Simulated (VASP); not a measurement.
Set up this calculation in VASP 6.6.1, as the native input.

* Task: single point
* Functional: PBEsol
* Potentials or basis: VASP PAW PBE potentials, release 64 (Cd, S)
* Cutoff: 520 eV
* k mesh: 12 × 12 × 6
* Occupations: gaussian, width 0.01 eV
* Spin: no spin polarisation
* Dipole correction: no
* Further INCAR settings: ALGO = Normal; EDIFF = 1e-06; NBANDS = 26

The structure of CdS lies in POSCAR:

```
CdS
1.0
    4.1244802128      0.0000000000      0.0000000000
   -2.0622401064      3.5719046417      0.0000000000
    0.0000000000      0.0000000000      6.7094702297
Cd S
2 2
Direct
    0.3333333333      0.6666666667     -0.0275735624
    0.6666666667      0.3333333333      0.4724264376
    0.3333333333      0.6666666667      0.4045735624
    0.6666666667      0.3333333333      0.9045735624
```

This cell differs from its parent crystal: atoms moved along the polar distortion.

The input as run:

INCAR

```
SYSTEM = CdS
PREC = Accurate
ENCUT = 520
EDIFF = 1E-6
ISMEAR = 0
SIGMA = 0.01
LREAL = .False.
LASPH = .True.
NELM = 100
ALGO = Normal
ISIF = 2
LWAVE = .False.
LCHARG = .False.
GGA = PS
NBANDS = 26
```

KPOINTS

```
regular mesh
0
Gamma
  12 12 6
  0 0 0
```

Potentials or basis: VASP PAW PBE potentials, release 64 (Cd, S).

Run with:

```console
$ cat potpaw_PBE.64/Cd/POTCAR potpaw_PBE.64/S/POTCAR > POTCAR
$ mpirun -np 1 vasp_std > vasp.out
```

Results of the run:

| Item | Value |
| --- | --- |
| Pressure | 2.4 GPa |
| Largest force | 0.709 eV/Å |
| Band gap on the k mesh | 1.27 eV |

Caveat: the cell differs from its parent crystal (atoms moved along the polar distortion); the stress differs along the axes, from -3 to 5 GPa; the PAW data sets were made with another functional, which shifts forces and pressure a little.

It took 4.6 min on 1 thread of Intel Xeon 8259CL, on a shared host, peak memory 0.32 GiB.
